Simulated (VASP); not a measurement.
The system is Pt.

```xyz
2
Lattice="2.7789 0.0000 0.0000 -1.3895 2.4066 0.0000 0.0000 0.0000 4.8239" Properties=species:S:1:pos:R:3 pbc="T T T"
Pt    0.0000    1.6044    1.2060
Pt    1.3895    0.8022    3.6179
```

Base run:

```yaml
Program: VASP 6.6.1
Functional: LDA
Potentials_or_basis: VASP PAW LDA potentials, release 64 (Pt_sv_GW)
Cutoff: 500 eV
k_mesh: 11 × 11 × 6
Occupations: fermi-dirac, width 0.05 eV
Spin: no spin polarisation
```

Its results: band gap on the k mesh zero (band 18 reaches 9.63 eV, above the bottom of band 19 at 8.49 eV); pressure -22.0 GPa.

Q: The run is repeated on the same cell with these changes: potentials or basis from VASP PAW LDA potentials, release 64 (Pt_sv_GW) to VASP PAW LDA potentials, release 64 (Pt); cutoff from 500 eV to 520 eV; further incar settings from ALGO = Normal; EDIFF = 1e-06; NBANDS = 25 to ALGO = Normal; EDIFF = 1e-06; NBANDS = 17; valence electrons from 36 to 20. What comes out?

A: Band gap on the k mesh zero (band 10 reaches 10.23 eV, above the bottom of band 11 at 9.09 eV); pressure -19.1 GPa.

Caveats: spin-orbit coupling is left out, which moves the levels of the heavy elements.
